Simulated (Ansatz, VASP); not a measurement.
## MgS: VASP beside Ansatz

INCAR

```
PREC = Accurate
ENCUT = 520
EDIFF = 1E-6
ISMEAR = 0
SIGMA = 0.05
LREAL = F
LASPH = T
NELM = 100
ALGO = Normal
ISIF = 2
LWAVE = F
LCHARG = F
GGA = PS
NBANDS = 16
```

The input KPOINTS:

```
regular mesh
0
Gamma
  6 6 4
```

The input POSCAR:

```
MgS
1.0
    3.8732375105      0.0000000000      0.0000000000
   -1.9366187553      3.3543220790      0.0000000000
    0.0000000000      0.0000000000      6.6895859472
Mg S
2 2
Direct
    0.6666666667      0.3333333333      0.4957548500
    0.3333333333      0.6666666667      0.9957548500
    0.3333333333      0.6666666667      0.3792441500
    0.6666666667      0.3333333333      0.8792441500
```

Input for Ansatz:

```yaml
crystal:
  lattice:
    - [3.8732375105, 0.0, 0.0]
    - [-1.9366187553, 3.354322079, 0.0]
    - [0.0, 0.0, 6.6895859472]
  atoms:
    - { symbol: Mg, position: [0.6666666667, 0.3333333333, 0.49575485] }
    - { symbol: Mg, position: [0.3333333333, 0.6666666667, 0.99575485] }
    - { symbol: S, position: [0.3333333333, 0.6666666667, 0.37924415] }
    - { symbol: S, position: [0.6666666667, 0.3333333333, 0.87924415] }
basis:
  ecutwfc: 420
kpoints:
  mp_grid: { grid: [6, 6, 4] }
hamiltonian:
  xc: pbesol
scf:
  occupations: { method: gaussian, width: 0.05 }
output:
  forces: true
  stress: true
  eigenvalues: true
```

Change from the starting cell: strain -0.040 along x and y, +0.040 along z, atoms carried along.

Alike in both runs: task single point; functional PBEsol; k mesh 6 × 6 × 4; occupations gaussian, width 0.05 eV; no spin polarisation.

|  | VASP | Ansatz |
| --- | --- | --- |
| version | VASP 6.6.1 | Ansatz 0.2.0 |
| potentials or method | VASP PAW PBE potentials, release 64 (Mg, S), cutoff 520 eV | scalar-relativistic, plane waves, PAW |
| valence electrons in the cell | 16 | 32 |

```csv
,VASP,Ansatz,Ansatz less VASP
gap on the k mesh at the Fermi level (eV),3.49,3.48,-0.002
least direct gap on the mesh (eV),3.49,3.48,-0.002
pressure (GPa),3.0,3.1,+0.06
"traceless stress, the component that is largest in VASP (GPa)",-5.70,-5.68,+0.027
rms of the force components (eV/Å),0.349,0.347,-0.0013
```

VASP's potentials were made for PBE, not for PBEsol. Atom by atom the forces differ by 0.001 eV/Å (rms over components). With one functional, cell and mesh, what is left measures potentials, basis and numerics. VASP's potentials hold 16 valence electrons a cell and Ansatz's 32, so a difference there can come from the potentials and not from the codes.
